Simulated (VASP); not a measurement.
# Re (Fm-3m) in VASP: single point with LDA

Aim: the single point of Re with LDA.

Program: VASP 6.6.1. These are calculated values, not measurements. Logs are shortened: lines on timing, memory, paths and dates and some standing lists are left out, and cuts for length are marked.

## 1. The cell of the first run

It takes space group Fm-3m (No. 225, cubic). The conventional cell has a = 4.027 Å, b = 4.027 Å, c = 4.027 Å, α = 90.00°, β = 90.00°, γ = 90.00°. Re (site symmetry m-3m) has 12 Re at 2.85 Å within 3.8 Å.

This isn't the form of Re at room conditions, which is hcp.

## 2. Single point, LDA (16.33 Å³/atom)

INCAR reads:

```
SYSTEM = Re
PREC = Accurate
ENCUT = 600
EDIFF = 1E-6
ISMEAR = -1
SIGMA = 0.03
LREAL = .FALSE.
LASPH = .TRUE.
NELM = 120
ALGO = Normal
ISIF = 2
LWAVE = .FALSE.
LCHARG = .TRUE.
LELF = .TRUE.
LVHAR = .TRUE.
NBANDS = 10
GGA_COMPAT = .FALSE.
```

KPOINTS reads:

```
regular mesh
0
G
  14 14 14
  0 0 0
```

POSCAR reads:

```
Re
1.0
    0.0000000000      2.0137353243      2.0137353243
    2.0137353243      0.0000000000      2.0137353243
    2.0137353243      2.0137353243      0.0000000000
Re
1
Direct
    0.0000000000      0.0000000000      0.0000000000
```

Potentials or basis: VASP PAW LDA potentials, release 64 (Re).

Started as:

```bash
$ cat potpaw_LDA.64/Re/POTCAR > POTCAR
$ mpirun -np 1 vasp_std > vasp.out
```

OUTCAR:

```text
SYSTEM = Re
   PREC = Accurate
   ENCUT = 600
   EDIFF = 1E-6
   ISMEAR = -1
   LREAL = .FALSE.
   LASPH = .TRUE.
   NELM = 120
   ISIF = 2

 ion  position               nearest neighbor table
   1  0.000  0.000  0.000-

  LATTYP: Found a face centered cubic cell.
 ALAT       =     4.0274706486

  Lattice vectors:

 A1 = (   0.0000000000,   2.0137353243,   2.0137353243)
 A2 = (   2.0137353243,   0.0000000000,   2.0137353243)
 A3 = (   2.0137353243,   2.0137353243,   0.0000000000)

Analysis of symmetry for initial positions (statically):
=====================================================================
 Subroutine PRICEL returns:
 Original cell was already a primitive cell.

 Routine SETGRP: Setting up the symmetry group for a
 face centered cubic supercell.

 Subroutine GETGRP returns: Found 48 space group operations
 (whereof 48 operations were pure point group operations)
 out of a pool of 48 trial point group operations.

The static configuration has the point symmetry O_h .

Analysis of symmetry for dynamics (positions and initial velocities):
=====================================================================
 Subroutine PRICEL returns:
 Original cell was already a primitive cell.

 Routine SETGRP: Setting up the symmetry group for a
 face centered cubic supercell.

 Subroutine GETGRP returns: Found 48 space group operations
 (whereof 48 operations were pure point group operations)
 out of a pool of 48 trial point group operations.

The dynamic configuration has the point symmetry O_h .

 Subroutine INISYM returns: Found 48 space group operations
 (whereof 48 operations are pure point group operations),
 and found     1 'primitive' translations

----------------------------------------------------------------------------------------

                                     Primitive cell

  volume of cell :      16.3319

  direct lattice vectors                    reciprocal lattice vectors
     0.000000000  2.013735324  2.013735324    -0.248294795  0.248294795  0.248294795
     2.013735324  0.000000000  2.013735324     0.248294795 -0.248294795  0.248294795
     2.013735324  2.013735324  0.000000000     0.248294795  0.248294795 -0.248294795

  length of vectors
     2.847851807  2.847851807  2.847851807     0.430059201  0.430059201  0.430059201

  position of ions in fractional coordinates (direct lattice)
     0.000000000  0.000000000  0.000000000

  ion indices of the primitive-cell ions
   primitive index   ion index
                 1           1

----------------------------------------------------------------------------------------

 KPOINTS: regular mesh

Automatic generation of k-mesh.
 Grid dimensions read from file:
 generate k-points for:   14   14   14

 Generating k-lattice:

  Cartesian coordinates                     Fractional coordinates (reciprocal lattice)
    -0.017735343  0.017735343  0.017735343     0.071428571  0.000000000  0.000000000
     0.017735343 -0.017735343  0.017735343     0.000000000  0.071428571  0.000000000
     0.017735343  0.017735343 -0.017735343     0.000000000  0.000000000  0.071428571

  Length of vectors
     0.030718514  0.030718514  0.030718514

  Shift w.r.t. Gamma in fractional coordinates (k-lattice)
     0.000000000  0.000000000  0.000000000

 Subroutine IBZKPT returns following result:
 ===========================================

 Found    104 irreducible k-points:

 Following reciprocal coordinates:
            Coordinates               Weight
  0.000000  0.000000  0.000000      1.000000
  0.071429  0.000000  0.000000      8.000000
  0.142857  0.000000  0.000000      8.000000
  0.214286  0.000000  0.000000      8.000000
  0.285714  0.000000  0.000000      8.000000
  0.357143  0.000000  0.000000      8.000000
[... 16 lines left out ...]
  0.214286  0.142857  0.000000     24.000000
  0.285714  0.142857  0.000000     24.000000
 [... further k-points ...]
   k-points           NKPTS =    104   k-points in BZ     NKDIM =    104   number of bands    NBANDS=     10
   number of dos      NEDOS =    301   number of ions     NIONS =      1
   total plane-waves  NPLWV =  13824
   dimension x,y,z NGX =    24 NGY =   24 NGZ =   24
   dimension x,y,z NGXF=    48 NGYF=   48 NGZF=   48
   ions per type =               1
   NGX,Y,Z   is equivalent  to a cutoff of  14.01, 14.01, 14.01 a.u.
   NGXF,Y,Z  is equivalent  to a cutoff of  28.02, 28.02, 28.02 a.u.
 SYSTEM =  Re
   PREC   = accura    normal or accurate (medium, high low for compatibility)
   ISTART =      0    job   : 0-new  1-cont  2-samecut
   ICHARG =      2    charge: 1-file 2-atom 10-const
   ISPIN  =      1    spin polarized calculation?
   LNONCOLLINEAR =      F non collinear calculations
   LSORBIT =      F    spin-orbit coupling
   LASPH  =      T    aspherical Exc in radial PAW
   ENCUT  =  600.0 eV  44.10 Ry    6.64 a.u.   5.69  5.69  5.69*2*pi/ulx,y,z
   NELM   =    120;   NELMIN=  2; NELMDL= -5     # of ELM steps
   EDIFF  = 0.1E-05   stopping-criterion for ELM
   LREAL  =      F    real-space projection
   EDIFFG = 0.1E-04   stopping-criterion for IOM
   NSW    =      0    number of steps for IOM
   IBRION =     -1    ionic relax: 0-MD 1-quasi-New 2-CG
   NFREE  =      0    steps in history (QN), initial steepest desc. (CG)
   ISIF   =      2    stress and relaxation
   ISYM   =      2    0-nonsym 1-usesym 2-fastsym
   POTIM  = 0.5000    time-step for ionic-motion
   TEBEG  =    0.0;   TEEND  =   0.0 temperature during run
   PSTRESS=    0.0 pullay stress
   NELECT =       7.0000    total number of electrons
   NUPDOWN=      -1.0000    fix difference up-down
   EMIN   =  10.00;   EMAX   =-10.00  energy-range for DOS
   EFERMI =   0.00;   METHOD = LEGACY
   ISMEAR =    -1;   SIGMA  =   0.03  broadening in eV -4-tet -1-fermi 0-gaus
   EFERMI_NEDOS =   21; number of points for ismear=-14 and -15
   IALGO  =     38    algorithm
   IMIX   =      4    mixing-type and parameters
     AMIX     =   0.40;   BMIX     =  1.00
     AMIX_MAG =   1.60;   BMIX_MAG =  1.00
  volume/ion in A,a.u.               =      16.33       110.21
  Fermi-wavevector in a.u.,A,eV,Ry     =   1.234322  2.332530 20.729166  1.523551
  Thomas-Fermi vector in A             =   2.369017
   LORBIT       =      0    0 simple, 1 ext, 2 COOP (PROOUT), +10 PAW based schemes
   GGA     = CA    functional components
   LHFCALC =     F    Hartree Fock is set to
   AEXX    =    0.0000 exact exchange contribution
   IVDW    =     0    specifies the selected vdW correction
   LEPSILON=     F    determine dielectric tensor
   LRPA    =     F    only Hartree local field effects (RPA)
 non-spin polarized calculation
  energy-cutoff  :      600.00
  volume of cell :       16.33
 maximum number of plane-waves:       556
   NGX = 11   NGY = 11   NGZ = 11

 number of electron       7.0000000 magnetization

 Free energy of the ion-electron system (eV)
  ---------------------------------------------------
  ext. energy  EPLUGINS =         0.00000000
  ---------------------------------------------------
  free energy    TOTEN  =       -13.43717504 eV

  energy without entropy =      -13.43270405  energy(sigma->0) =      -13.43493954

 E-fermi :   6.8035     XC(G=0): -13.2854

 val. band max:        6.7792215447   @ k =  -0.2143   0.2857   0.0714
 cond. band min:       6.8042636779   @ k =  -0.4286   0.4286   0.0714
 fundamental gap:      0.0250421332
 Fermi energy:         6.8034900726

 k-point     1 :       0.0000    0.0000    0.0000
  band No.  band energies     occupation
      1      -2.4967      2.00000
      2       5.1670      2.00000
      3       5.1670      2.00000
      4       5.1670      2.00000
      5       7.8672      0.00000
      6       7.8672      0.00000
      7      20.7066      0.00000
      8      25.7297      0.00000
      9      25.7297      0.00000
     10      25.7297      0.00000

 k-point     2 :       0.0714    0.0000    0.0000
  band No.  band energies     occupation
      1      -2.2858      2.00000
      2       5.0333      2.00000
      3       5.2630      2.00000
      4       5.2630      2.00000
      5       7.7971      0.00000
      6       7.7971      0.00000
      7      21.1026      0.00000
      8      24.6903      0.00000
      9      26.1033      0.00000
     10      26.1033      0.00000

 k-point     3 :       0.1429    0.0000    0.0000
  band No.  band energies     occupation
      1      -1.6875      2.00000
      2       4.7195      2.00000
      3       5.4838      2.00000
      4       5.4838      2.00000
      5       7.6839      0.00000
      6       7.6839      0.00000
      7      22.0586      0.00000
      8      23.0347      0.00000
      9      27.1670      0.00000
     10      27.1670      0.00000

 k-point     4 :       0.2143    0.0000    0.0000
  band No.  band energies     occupation
      1      -0.8269      2.00000
      2       4.4516      2.00000
      3       5.6119      2.00000
      4       5.6119      2.00000
      5       7.8047      0.00000
      6       7.8047      0.00000
      7      21.1234      0.00000
      8      23.3932      0.00000
      9      28.7496      0.00000
     10      28.7497      0.00000
[... 222 lines left out ...]
 k-point    22 :       0.1429    0.1429    0.0000
  band No.  band energies     occupation
      1      -1.4121      2.00000
      2       4.3049      2.00000
      3       5.8275      2.00000
      4       5.8275      2.00000
      5       6.8347      0.52174
      6       8.2177      0.00000
      7      22.7144      0.00000
      8      24.2370      0.00000
      9      26.0570      0.00000
     10      26.0570      0.00000

 k-point    23 :       0.2143    0.1429    0.0000
  band No.  band energies     occupation
      1      -0.7475      2.00000
      2       3.9455      2.00000
      3       5.9096      2.00000
      4       6.1347      2.00000
      5       6.7479      1.72862
      6       8.4174      0.00000
      7      23.1727      0.00000
      8      23.8398      0.00000
      9      26.1983      0.00000
     10      26.7401      0.00000

 k-point    24 :       0.2857    0.1429    0.0000
  band No.  band energies     occupation
      1       0.1137      2.00000
      2       3.7174      2.00000
      3       5.4299      2.00000
      4       6.2428      2.00000
      5       7.5152      0.00000
      6       8.8319      0.00000
      7      21.5204      0.00000
      8      24.4423      0.00000
      9      26.2580      0.00000
     10      27.0900      0.00000

 [... further k-points ...]

------------------------ aborting loop because EDIFF is reached ----------------------------------------

  FORCE on cell =-STRESS in cart. coord.  units (eV):
  Direction    XX          YY          ZZ          XY          YZ          ZX
  --------------------------------------------------------------------------------------
  -------------------------------------------------------------------------------------
  Total       -3.8928994     -3.8928994     -3.8928994      0.0000000      0.0000000     -0.0000000
  in kB     -381.8973131   -381.8973131   -381.8973131      0.0000000      0.0000000     -0.0000000
  external PRESSURE =    -381.8973131 kB  Pullay stress =       0.0000000 kB

 VOLUME and BASIS-vectors are now :
 -----------------------------------------------------------------------------
  energy-cutoff  :      600.00
  volume of cell :       16.33
      direct lattice vectors                 reciprocal lattice vectors
     0.000000000  2.013735324  2.013735324    -0.248294795  0.248294795  0.248294795
     2.013735324  0.000000000  2.013735324     0.248294795 -0.248294795  0.248294795
     2.013735324  2.013735324  0.000000000     0.248294795  0.248294795 -0.248294795

 POSITION                                       TOTAL-FORCE (eV/Angst)
 -----------------------------------------------------------------------------------
      0.00000      0.00000      0.00000         0.000000      0.000000     -0.000000
 -----------------------------------------------------------------------------------
    total drift:                               -0.000000      0.000000      0.000000

  FREE ENERGIE OF THE ION-ELECTRON SYSTEM (eV)
  ---------------------------------------------------
  free  energy   TOTEN  =       -13.4371750393 eV

  energy  without entropy=      -13.4327040453  energy(sigma->0) =      -13.43493954
```

Run time: 20 s. Hardware: 1 thread of Intel Xeon Platinum 8259CL at 2.50GHz (Skylake/Cascade Lake), shared host; peak memory 0.14 GiB.

What came out:

```yaml
Free_energy: -13.4372 eV
Pressure: -38.2 GPa
Band_gap_on_the_k_mesh: zero (an odd number of electrons rules out a gap without spin polarisation)
```

Caveat: the cell stands under tension; spin-orbit coupling is left out, which moves the levels of the heavy elements.

The gap in the log of VASP goes by the Fermi energy; the results here count the filled bands.